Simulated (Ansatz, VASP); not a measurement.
# Two plane-wave programs on ZrO5

INCAR

```
SYSTEM = ZrO5
PREC     = Accurate       ! precision mode
ENCUT    = 600            ! plane-wave cutoff, eV
EDIFF    = 1E-6           ! SCF threshold, eV
ISMEAR   = 0              ! smearing method
SIGMA    = 0.1            ! smearing width, eV
LREAL    = .False.        ! projectors in reciprocal space
LASPH    = .True.         ! aspherical terms in the spheres
NELM     = 100            ! most SCF steps
ALGO     = Normal         ! electronic algorithm
ISIF     = 3              ! what is computed and relaxed
LWAVE    = .False.        ! write WAVECAR
LCHARG   = .False.        ! write CHGCAR
GGA      = PE             ! functional
IBRION   = 2              ! ionic algorithm
NSW      = 90             ! ionic steps
EDIFFG   = -0.04          ! ionic threshold
```

The input KPOINTS:

```
regular mesh
0
Gamma
  6 6 6
  0 0 0
```

The input POSCAR:

```
ZrO5
1.0
    4.4652866500      0.0000000000      0.0000000000
   -2.2326433300      3.8670516800      0.0000000000
    0.0000000000      0.0000000000      3.6552008100
Zr O
1 5
Direct
    0.0000000000      0.0000000000      0.0000000000
    0.5000000000      0.0000000000      0.5000000000
    0.5000000000      0.5000000000      0.5000000000
    0.0000000000      0.5000000000      0.5000000000
    0.3333333300      0.6666666700      0.0000000000
    0.6666666700      0.3333333300      0.0000000000
```

Input for Ansatz:

```yaml
crystal:
  lattice:
    - [4.46528665, 0.0, 0.0]
    - [-2.23264333, 3.86705168, 0.0]
    - [0.0, 0.0, 3.65520081]
  atoms:
    - { symbol: Zr, position: [0.0, 0.0, 0.0] }
    - { symbol: O, position: [0.5, 0.0, 0.5] }
    - { symbol: O, position: [0.5, 0.5, 0.5] }
    - { symbol: O, position: [0.0, 0.5, 0.5] }
    - { symbol: O, position: [0.33333333, 0.66666667, 0.0] }
    - { symbol: O, position: [0.66666667, 0.33333333, 0.0] }
basis:
  ecutwfc: 420
kpoints:
  mp_grid: { grid: [6, 6, 6] }
hamiltonian:
  xc: pbe
scf:
  occupations: { method: gaussian, width: 0.1 }
  lower_state_search: "off"
output:
  forces: true
  stress: true
  eigenvalues: true
relax:
  adjacent_minimum: "off"
  f_tol: 0.04
  max_steps: 70
  cell: { stress_tol: 0.4 }
```

Change from the starting cell: species swapped into the YCu5 type (P6/mmm, No. 191).

Alike in both runs: task relaxation of cell and atoms; functional PBE; k mesh 6 × 6 × 6; occupations gaussian, width 0.1 eV; no spin polarisation.

```csv
,VASP,Ansatz
version,VASP 6.6.1,Ansatz 0.2.0
potentials or method,"VASP PAW PBE potentials, release 64 (Zr_sv, O), cutoff 600 eV","scalar-relativistic, plane waves, PAW"
valence electrons in the cell,42,42
```

Ansatz gave:

```
gap on the k mesh at the Fermi level, each at its own relaxed structure (eV) : none
relaxed volume (Å³/atom)                                                     : 11.24
relaxed length of the cell vector where the two differ most in proportion (Å)              : 5.597
```

Which values does VASP return?

gap on the k mesh at the Fermi level, each at its own relaxed structure (eV): none; relaxed volume (Å³/atom): 9.98; relaxed length of the cell vector where the two differ most in proportion (Å): 4.964.

A gap of «none» marks a metal or a gap that the smearing closes. One of these differences is far larger than is usual between the two programs; its cause wasn't traced.
